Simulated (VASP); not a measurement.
# HfC (Fm-3m) in VASP: notebook

HfC is run at these levels: PBEsol; tasks: single point.

Program: VASP 6.6.1. These are calculated values, not measurements. Logs are shortened: lines on timing, memory, paths and dates and some standing lists are left out, and cuts for length are marked.

## 1. The cell of the first run

It takes space group Fm-3m (No. 225, cubic). The conventional cell has a = 4.650 Å, b = 4.650 Å, c = 4.650 Å, α = 90.00°, β = 90.00°, γ = 90.00°. Within 3.1 Å of Hf (site symmetry m-3m) lie 6 C at 2.33 Å. C (site symmetry m-3m) has 6 Hf at 2.33 Å within 3.1 Å.

## 2. Single point, PBEsol

File INCAR:

```
SYSTEM = HfC
PREC     = Accurate       ! precision mode
ENCUT    = 520            ! plane-wave cutoff, eV
EDIFF    = 1E-7           ! SCF threshold, eV
ISMEAR   = 1              ! smearing method
SIGMA    = 0.15           ! smearing width, eV
LREAL    = .False.        ! projectors in reciprocal space
LASPH    = .True.         ! aspherical terms in the spheres
NELM     = 80             ! most SCF steps
ALGO     = Normal         ! electronic algorithm
ISIF     = 2              ! what is computed and relaxed
LWAVE    = .False.        ! write WAVECAR
LCHARG   = .False.        ! write CHGCAR
GGA      = PS             ! functional
NBANDS   = 14             ! bands
```

File KPOINTS:

```
regular mesh
0
Gamma
  12 12 12
  0 0 0
```

File POSCAR:

```
HfC
1.0
    0.0000000000      2.3250000000      2.3250000000
    2.3250000000      0.0000000000      2.3250000000
    2.3250000000      2.3250000000      0.0000000000
Hf C
1 1
Direct
    0.5000000000      0.5000000000      0.5000000000
    0.0000000000      0.0000000000      0.0000000000
```

Potentials or basis: VASP PAW PBE potentials, release 64 (Hf_pv, C).

Run with:

```sh
> cat potpaw_PBE.64/Hf_pv/POTCAR potpaw_PBE.64/C/POTCAR > POTCAR
> mpirun -np 1 vasp_std > vasp.out
```

OUTCAR:

```text
SYSTEM = HfC
   PREC = Accurate
   ENCUT = 520
   EDIFF = 1E-7
   ISMEAR = 1
   LREAL = .False.
   LASPH = .True.
   NELM = 80
   ISIF = 2
   GGA = PS

 ion  position               nearest neighbor table
   1  0.500  0.500  0.500-   2 2.33   2 2.33   2 2.33   2 2.33   2 2.33   2 2.33
   2  0.000  0.000  0.000-   1 2.33   1 2.33   1 2.33   1 2.33   1 2.33   1 2.33

  LATTYP: Found a face centered cubic cell.
 ALAT       =     4.6500000000

  Lattice vectors:

 A1 = (   0.0000000000,   2.3250000000,   2.3250000000)
 A2 = (   2.3250000000,   0.0000000000,   2.3250000000)
 A3 = (   2.3250000000,   2.3250000000,   0.0000000000)

Analysis of symmetry for initial positions (statically):
=====================================================================
 Subroutine PRICEL returns:
 Original cell was already a primitive cell.

 Routine SETGRP: Setting up the symmetry group for a
 face centered cubic supercell.

 Subroutine GETGRP returns: Found 48 space group operations
[... 9 lines left out ...]

 Routine SETGRP: Setting up the symmetry group for a
 face centered cubic supercell.

 Subroutine GETGRP returns: Found 48 space group operations
[... 11 lines left out ...]
                                     Primitive cell

  volume of cell :      25.1362

  direct lattice vectors                    reciprocal lattice vectors
     0.000000000  2.325000000  2.325000000    -0.215053763  0.215053763  0.215053763
     2.325000000  0.000000000  2.325000000     0.215053763 -0.215053763  0.215053763
     2.325000000  2.325000000  0.000000000     0.215053763  0.215053763 -0.215053763

  length of vectors
     3.288046533  3.288046533  3.288046533     0.372484045  0.372484045  0.372484045

  position of ions in fractional coordinates (direct lattice)
     0.500000000  0.500000000  0.500000000
     0.000000000  0.000000000  0.000000000

  ion indices of the primitive-cell ions
   primitive index   ion index
                 1           1
                 2           2

----------------------------------------------------------------------------------------

 KPOINTS: regular mesh

Automatic generation of k-mesh.
 Grid dimensions read from file:
 generate k-points for:   12   12   12

 Generating k-lattice:

  Cartesian coordinates                     Fractional coordinates (reciprocal lattice)
    -0.017921147  0.017921147  0.017921147     0.083333333  0.000000000  0.000000000
     0.017921147 -0.017921147  0.017921147     0.000000000  0.083333333  0.000000000
     0.017921147  0.017921147 -0.017921147     0.000000000  0.000000000  0.083333333

  Length of vectors
     0.031040337  0.031040337  0.031040337

  Shift w.r.t. Gamma in fractional coordinates (k-lattice)
     0.000000000  0.000000000  0.000000000

 Subroutine IBZKPT returns following result:
 ===========================================

 Found     72 irreducible k-points:

 Following reciprocal coordinates:
            Coordinates               Weight
  0.000000  0.000000  0.000000      1.000000
  0.083333  0.000000  0.000000      8.000000
  0.166667  0.000000  0.000000      8.000000
  0.250000  0.000000  0.000000      8.000000
  0.333333  0.000000  0.000000      8.000000
  0.416667  0.000000  0.000000      8.000000
[... 16 lines left out ...]
  0.500000  0.166667  0.000000     24.000000
 -0.416667  0.166667  0.000000     24.000000
 [... further k-points ...]
   k-points           NKPTS =     72   k-points in BZ     NKDIM =     72   number of bands    NBANDS=     14
   number of dos      NEDOS =    301   number of ions     NIONS =      2
   total plane-waves  NPLWV =  13824
   dimension x,y,z NGX =    24 NGY =   24 NGZ =   24
   dimension x,y,z NGXF=    48 NGYF=   48 NGZF=   48
   ions per type =               1   1
   NGX,Y,Z   is equivalent  to a cutoff of  12.13, 12.13, 12.13 a.u.
   NGXF,Y,Z  is equivalent  to a cutoff of  24.27, 24.27, 24.27 a.u.
 SYSTEM =  HfC
   PREC   = accura    normal or accurate (medium, high low for compatibility)
   ISTART =      0    job   : 0-new  1-cont  2-samecut
   ICHARG =      2    charge: 1-file 2-atom 10-const
   ISPIN  =      1    spin polarized calculation?
   LNONCOLLINEAR =      F non collinear calculations
   LSORBIT =      F    spin-orbit coupling
   LASPH  =      T    aspherical Exc in radial PAW
   ENCUT  =  520.0 eV  38.22 Ry    6.18 a.u.   6.11  6.11  6.11*2*pi/ulx,y,z
   NELM   =     80;   NELMIN=  2; NELMDL= -5     # of ELM steps
   EDIFF  = 0.1E-06   stopping-criterion for ELM
   LREAL  =      F    real-space projection
   EDIFFG = 0.1E-05   stopping-criterion for IOM
   NSW    =      0    number of steps for IOM
   IBRION =     -1    ionic relax: 0-MD 1-quasi-New 2-CG
   NFREE  =      0    steps in history (QN), initial steepest desc. (CG)
   ISIF   =      2    stress and relaxation
   ISYM   =      2    0-nonsym 1-usesym 2-fastsym
   POTIM  = 0.5000    time-step for ionic-motion
   TEBEG  =    0.0;   TEEND  =   0.0 temperature during run
   PSTRESS=    0.0 pullay stress
   NELECT =      14.0000    total number of electrons
   NUPDOWN=      -1.0000    fix difference up-down
   EMIN   =  10.00;   EMAX   =-10.00  energy-range for DOS
   EFERMI =   0.00;   METHOD = LEGACY
   ISMEAR =     1;   SIGMA  =   0.15  broadening in eV -4-tet -1-fermi 0-gaus
   EFERMI_NEDOS =   21; number of points for ismear=-14 and -15
   IALGO  =     38    algorithm
   IMIX   =      4    mixing-type and parameters
     AMIX     =   0.40;   BMIX     =  1.00
     AMIX_MAG =   1.60;   BMIX_MAG =  1.00
  volume/ion in A,a.u.               =      12.57        84.81
  Fermi-wavevector in a.u.,A,eV,Ry     =   1.346949  2.545365 24.684672  1.814272
  Thomas-Fermi vector in A             =   2.474740
   LORBIT       =      0    0 simple, 1 ext, 2 COOP (PROOUT), +10 PAW based schemes
   GGA     = PS    functional components
   LHFCALC =     F    Hartree Fock is set to
   AEXX    =    0.0000 exact exchange contribution
   IVDW    =     0    specifies the selected vdW correction
   LEPSILON=     F    determine dielectric tensor
   LRPA    =     F    only Hartree local field effects (RPA)
 non-spin polarized calculation
 Methfessel and Paxton  Order N= 1 SIGMA  =   0.15
  energy-cutoff  :      520.00
  volume of cell :       25.14
 maximum number of plane-waves:       700
   NGX = 13   NGY = 13   NGZ = 13

 number of electron      14.0000000 magnetization

 Free energy of the ion-electron system (eV)
  ---------------------------------------------------
  ext. energy  EPLUGINS =         0.00000000
  ---------------------------------------------------
  free energy    TOTEN  =       -22.17986439 eV

  energy without entropy =      -22.17976554  energy(sigma->0) =      -22.17983144

 E-fermi :   5.8282     XC(G=0): -12.4206

 val. band max:        5.7284536892   @ k =   0.5000   0.5000   0.0000
 cond. band min:       5.8710507168   @ k =   0.4167   0.3333   0.0000
 fundamental gap:      0.1425970276
 Fermi energy:         5.8281797747

 k-point     1 :       0.0000    0.0000    0.0000
  band No.  band energies     occupation
      1     -23.6963      2.00000
      2     -23.6963      2.00000
      3     -23.6963      2.00000
      4      -6.4817      2.00000
      5       6.8346     -0.00000
      6       6.8346     -0.00000
      7       6.8346     -0.00000
      8       7.1502     -0.00000
      9       7.1502     -0.00000
     10       7.1502     -0.00000
     11       9.1690      0.00000
     12       9.1690      0.00000
     13      12.6367      0.00000
     14      16.7508      0.00000

 k-point     2 :       0.0833    0.0000    0.0000
  band No.  band energies     occupation
      1     -23.7453      2.00000
      2     -23.7011      2.00000
      3     -23.7011      2.00000
      4      -6.3058      2.00000
      5       5.7198      1.93486
      6       6.0437     -0.06072
      7       6.0437     -0.06072
      8       7.4777     -0.00000
      9       7.4777     -0.00000
     10       7.8325     -0.00000
     11       9.9952      0.00000
     12       9.9952      0.00000
     13      13.0289      0.00000
     14      17.2419      0.00000

 k-point     3 :       0.1667    0.0000    0.0000
  band No.  band energies     occupation
      1     -23.8766      2.00000
      2     -23.7139      2.00000
      3     -23.7139      2.00000
      4      -5.8033      2.00000
      5       4.2503      2.00000
      6       4.9745      2.00000
      7       4.9745      2.00000
      8       8.0171     -0.00000
      9       8.0171     -0.00000
     10       8.3097     -0.00000
     11      11.5824      0.00000
     12      11.5824      0.00000
     13      13.9431      0.00000
     14      18.5094      0.00000

 k-point     4 :       0.2500    0.0000    0.0000
  band No.  band energies     occupation
      1     -24.0502      2.00000
      2     -23.7314      2.00000
      3     -23.7314      2.00000
      4      -5.0423      2.00000
      5       2.7686      2.00000
      6       4.0576      2.00000
      7       4.0576      2.00000
      8       8.7733     -0.00000
      9       8.8146     -0.00000
     10       8.8146     -0.00000
     11      13.3476      0.00000
     12      13.3476      0.00000
     13      14.8070      0.00000
     14      19.5458      0.00000

 k-point     5 :       0.3333    0.0000    0.0000
  band No.  band energies     occupation
      1     -24.2178      2.00000
      2     -23.7487      2.00000
      3     -23.7487      2.00000
      4      -4.1216      2.00000
      5       1.3895      2.00000
      6       3.3764      2.00000
      7       3.3764      2.00000
      8       9.4680      0.00000
      9       9.7844      0.00000
     10       9.7844      0.00000
     11      14.7876      0.00000
[... 276 lines left out ...]
 k-point    22 :       0.4167    0.1667    0.0000
  band No.  band energies     occupation
      1     -24.2337      2.00000
      2     -23.8339      2.00000
      3     -23.8118      2.00000
      4      -3.8425      2.00000
      5       1.1756      2.00000
      6       3.2070      2.00000
      7       3.8365      2.00000
      8       7.8080     -0.00000
      9      11.2223      0.00000
     10      11.4983      0.00000
     11      13.7996      0.00000
     12      14.3346      0.00000
     13      17.1502      0.00000
     14      18.8092      0.00000

 k-point    23 :       0.5000    0.1667    0.0000
  band No.  band energies     occupation
      1     -24.3052      2.00000
      2     -23.8676      2.00000
      3     -23.8078      2.00000
      4      -3.2710      2.00000
      5       0.5691      2.00000
      6       2.9757      2.00000
      7       3.3654      2.00000
      8       8.8431      0.00000
      9      11.3760      0.00000
     10      11.6399      0.00000
     11      14.2139      0.00000
     12      15.3139      0.00000
     13      17.0982      0.00000
     14      18.4786      0.00000

 k-point    24 :      -0.4167    0.1667    0.0000
  band No.  band energies     occupation
      1     -24.3119      2.00000
      2     -23.8910      2.00000
      3     -23.7914      2.00000
      4      -3.0860      2.00000
      5       0.3503      2.00000
      6       3.0157      2.00000
      7       3.1130      2.00000
      8      10.0063      0.00000
      9      10.7958      0.00000
     10      10.9992      0.00000
     11      14.4028      0.00000
     12      15.8487      0.00000
     13      16.7330      0.00000
     14      19.1754      0.00000

 [... further k-points ...]
[... 5 lines left out ...]
  --------------------------------------------------------------------------------------
  -------------------------------------------------------------------------------------
  Total       -1.0892736     -1.0892736     -1.0892736     -0.0000000     -0.0000000      0.0000000
  in kB      -69.4302422    -69.4302422    -69.4302422     -0.0000000     -0.0000000      0.0000000
  external PRESSURE =     -69.4302422 kB  Pullay stress =       0.0000000 kB

 VOLUME and BASIS-vectors are now :
 -----------------------------------------------------------------------------
  energy-cutoff  :      520.00
  volume of cell :       25.14
      direct lattice vectors                 reciprocal lattice vectors
     0.000000000  2.325000000  2.325000000    -0.215053763  0.215053763  0.215053763
     2.325000000  0.000000000  2.325000000     0.215053763 -0.215053763  0.215053763
     2.325000000  2.325000000  0.000000000     0.215053763  0.215053763 -0.215053763

 POSITION                                       TOTAL-FORCE (eV/Angst)
 -----------------------------------------------------------------------------------
      2.32500      2.32500      2.32500        -0.000000     -0.000000      0.000000
      0.00000      0.00000      0.00000         0.000000      0.000000     -0.000000
 -----------------------------------------------------------------------------------
    total drift:                                0.000000     -0.000000      0.000000

  FREE ENERGIE OF THE ION-ELECTRON SYSTEM (eV)
  ---------------------------------------------------
  free  energy   TOTEN  =       -22.1798643880 eV

  energy  without entropy=      -22.1797655406  energy(sigma->0) =      -22.17983144
```

Run time: 6.9 s. Hardware: 1 thread of Intel Xeon 6975P-C (Granite Rapids), shared host; peak memory 0.15 GiB.

Results:

* Free energy: -22.1799 eV
* Pressure: -6.9 GPa
* Band gap on the k mesh: zero (band 7 reaches 6.83 eV, above the bottom of band 8 at 5.39 eV)

Levels at points of the mesh, in eV from the Fermi level:
```csv
k point,band 5,band 6,band 7,band 8,band 9,band 10
"(0.00, 0.00, 0.00)",1.01,1.01,1.01,1.32,1.32,1.32
"(0.50, 0.00, 0.00)",-6.20,-3.01,-3.01,5.27,5.27,5.74
"(0.50, 0.50, 0.00)",-2.61,-1.85,-0.10,-0.10,5.27,6.70
```

Caveat: the PAW data sets were made with another functional, which shifts forces and pressure a little; spin-orbit coupling is left out, which moves the levels of the heavy elements.

## 3. Single point, PBEsol

File INCAR:

```
ALGO     = Normal         # electronic algorithm
EDIFF    = 1E-6           # SCF threshold, eV
ENCUT    = 520            # plane-wave cutoff, eV
GGA      = PS             # functional
ISIF     = 2              # what is computed and relaxed
ISMEAR   = 1              # smearing method
LASPH    = T              # aspherical terms in the spheres
LCHARG   = F              # write CHGCAR
LREAL    = F              # projectors in reciprocal space
LWAVE    = F              # write WAVECAR
NBANDS   = 14             # bands
NELM     = 80             # most SCF steps
PREC     = Accurate       # precision mode
SIGMA    = 0.15           # smearing width, eV
```

File KPOINTS:

```
k-points
0
Gamma
  12 12 12
```

POSCAR is that of step 2.

Potentials or basis: VASP PAW PBE potentials, release 64 (Hf_pv, C).

Run with:

```sh
> cat potpaw_PBE.64/Hf_pv/POTCAR potpaw_PBE.64/C/POTCAR > POTCAR
> mpirun -np 1 vasp_std > vasp.out
```

Run time: 6.2 s. Hardware: 1 thread of Intel Xeon 6975P-C (Granite Rapids), shared host; peak memory 0.15 GiB.

Results (log left out):

| Item | Value |
| --- | --- |
| Free energy | -22.1799 eV |
| Pressure | -7.0 GPa |
| Band gap on the k mesh | zero (band 7 reaches 6.84 eV, above the bottom of band 8 at 5.39 eV) |

Levels at points of the mesh, in eV from the Fermi level:
| k point | band 4 | band 5 | band 6 | band 7 | band 8 | band 9 | band 10 | band 11 |
| --- | --- | --- | --- | --- | --- | --- | --- | --- |
| (0.00, 0.00, 0.00) | -12.31 | 1.01 | 1.01 | 1.01 | 1.32 | 1.32 | 1.32 | 3.34 |
| (0.50, 0.00, 0.00) | -8.51 | -6.20 | -3.01 | -3.01 | 5.27 | 5.27 | 5.74 | 6.49 |
| (0.50, 0.50, 0.00) | -10.38 | -2.61 | -1.85 | -0.10 | -0.10 | 5.27 | 6.70 | 6.70 |

Caveat: the PAW data sets were made with another functional, which shifts forces and pressure a little; spin-orbit coupling is left out, which moves the levels of the heavy elements.
